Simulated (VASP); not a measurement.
# Pd (Fm-3m) in VASP: notebook, part 2 of 2

VASP 6.6.1.

### Step 4. Single point, PBE (volume scaled by 0.78)

The input, INCAR:

```
ALGO = Normal
EDIFF = 1E-7
ENCUT = 520
GGA = PE
ISIF = 2
ISMEAR = -1
LASPH = True
LCHARG = False
LREAL = False
LWAVE = False
NBANDS = 11
NELM = 100
PREC = Accurate
SIGMA = 0.1
```

The input, KPOINTS:

```
k-points
0
Gamma
  16 16 16
```

The input, POSCAR:

```
Pd
1.0
    0.0000000000      1.8162469649      1.8162469649
    1.8162469649      0.0000000000      1.8162469649
    1.8162469649      1.8162469649      0.0000000000
Pd
1
Direct
    0.0000000000      0.0000000000      0.0000000000
```

Potentials or basis: VASP PAW PBE potentials, release 64 (Pd).

On the command line:

```bash
> cat potpaw_PBE.64/Pd/POTCAR > POTCAR
> mpirun -np 1 vasp_std > vasp.out
```

OUTCAR:

```text
EDIFF = 1E-7
   ENCUT = 520
   GGA = PE
   ISIF = 2
   ISMEAR = -1
   LASPH = True
   LREAL = False
   NELM = 100
   PREC = Accurate

 ion  position               nearest neighbor table
   1  0.000  0.000  0.000-

  LATTYP: Found a face centered cubic cell.
 ALAT       =     3.6324939298

  Lattice vectors:

 A1 = (   0.0000000000,   1.8162469649,   1.8162469649)
 A2 = (   1.8162469649,   0.0000000000,   1.8162469649)
 A3 = (   1.8162469649,   1.8162469649,   0.0000000000)

Analysis of symmetry for initial positions (statically):
=====================================================================
 Subroutine PRICEL returns:
 Original cell was already a primitive cell.

 Routine SETGRP: Setting up the symmetry group for a
 face centered cubic supercell.

 Subroutine GETGRP returns: Found 48 space group operations
 (whereof 48 operations were pure point group operations)
 out of a pool of 48 trial point group operations.

The static configuration has the point symmetry O_h .

Analysis of symmetry for dynamics (positions and initial velocities):
=====================================================================
 Subroutine PRICEL returns:
 Original cell was already a primitive cell.

 Routine SETGRP: Setting up the symmetry group for a
 face centered cubic supercell.

 Subroutine GETGRP returns: Found 48 space group operations
 (whereof 48 operations were pure point group operations)
 out of a pool of 48 trial point group operations.

The dynamic configuration has the point symmetry O_h .

 Subroutine INISYM returns: Found 48 space group operations
 (whereof 48 operations are pure point group operations),
 and found     1 'primitive' translations

----------------------------------------------------------------------------------------

                                     Primitive cell

  volume of cell :      11.9827

  direct lattice vectors                    reciprocal lattice vectors
     0.000000000  1.816246965  1.816246965    -0.275292958  0.275292958  0.275292958
[... 101 lines left out ...]
   IALGO  =     38    algorithm
   IMIX   =      4    mixing-type and parameters
     AMIX     =   0.40;   BMIX     =  1.00
     AMIX_MAG =   1.60;   BMIX_MAG =  1.00
  volume/ion in A,a.u.               =      11.98        80.86
  Fermi-wavevector in a.u.,A,eV,Ry     =   1.541310  2.912653 32.322487  2.375636
  Thomas-Fermi vector in A             =   2.647274
   LORBIT       =      0    0 simple, 1 ext, 2 COOP (PROOUT), +10 PAW based schemes
   GGA     = PE    functional components
[... 5 lines left out ...]
 non-spin polarized calculation
  energy-cutoff  :      520.00
  volume of cell :       11.98
 maximum number of plane-waves:       332
   NGX =  9   NGY =  9   NGZ =  9

 number of electron      10.0000001 magnetization

 Free energy of the ion-electron system (eV)
  ---------------------------------------------------
  ext. energy  EPLUGINS =         0.00000000
  ---------------------------------------------------
  free energy    TOTEN  =        -4.60253959 eV

  energy without entropy =       -4.55193199  energy(sigma->0) =       -4.57723579

 E-fermi :  13.8045     XC(G=0): -14.5236

 val. band max:       13.7988216253   @ k =   0.5000   0.3750   0.0625
 cond. band min:      13.8070679780   @ k =  -0.3750   0.3750   0.1250
 fundamental gap:      0.0082463527
 Fermi energy:        13.8044878204

 k-point     1 :       0.0000    0.0000    0.0000
  band No.  band energies     occupation
      1       4.8703      2.00000
      2       9.7957      2.00000
      3       9.7957      2.00000
      4       9.7957      2.00000
      5      12.0539      2.00000
      6      12.0539      2.00000
      7      30.7787      0.00000
      8      36.7928      0.00000
      9      36.7928      0.00000
     10      36.7928      0.00000
     11      39.0669      0.00000
[... 309 lines left out ...]
 k-point    24 :      -0.0625    0.0625    0.0000
  band No.  band energies     occupation
      1       5.3199      2.00000
      2       9.5811      2.00000
      3       9.9543      2.00000
      4      10.0088      2.00000
      5      11.8511      2.00000
      6      12.0819      2.00000
      7      31.4145      0.00000
      8      34.9287      0.00000
      9      36.8644      0.00000
     10      37.7241      0.00000
     11      39.0861      0.00000

 [... further k-points ...]
[... 5 lines left out ...]
  --------------------------------------------------------------------------------------
  -------------------------------------------------------------------------------------
  Total        6.0142605      6.0142605      6.0142605     -0.0000000      0.0000000     -0.0000000
  in kB      804.1519393    804.1519393    804.1519393     -0.0000000      0.0000000     -0.0000000
  external PRESSURE =     804.1519393 kB  Pullay stress =       0.0000000 kB

 VOLUME and BASIS-vectors are now :
 -----------------------------------------------------------------------------
  energy-cutoff  :      520.00
  volume of cell :       11.98
      direct lattice vectors                 reciprocal lattice vectors
     0.000000000  1.816246965  1.816246965    -0.275292958  0.275292958  0.275292958
     1.816246965  0.000000000  1.816246965     0.275292958 -0.275292958  0.275292958
     1.816246965  1.816246965  0.000000000     0.275292958  0.275292958 -0.275292958

 POSITION                                       TOTAL-FORCE (eV/Angst)
 -----------------------------------------------------------------------------------
      0.00000      0.00000      0.00000         0.000000      0.000000     -0.000000
 -----------------------------------------------------------------------------------
    total drift:                                0.000000      0.000000      0.000000

  FREE ENERGIE OF THE ION-ELECTRON SYSTEM (eV)
  ---------------------------------------------------
  free  energy   TOTEN  =        -4.6025395916 eV

  energy  without entropy=       -4.5519319857  energy(sigma->0) =       -4.57723579
```

Wall time 10 s (1 thread of Intel Xeon 6975P-C (Granite Rapids), shared host); peak memory 0.13 GiB.

Results:

- Free energy: -4.6025 eV
- Pressure: 80.4 GPa
- Band gap on the k mesh: zero (band 5 reaches 14.21 eV, above the bottom of band 6 at 11.95 eV)
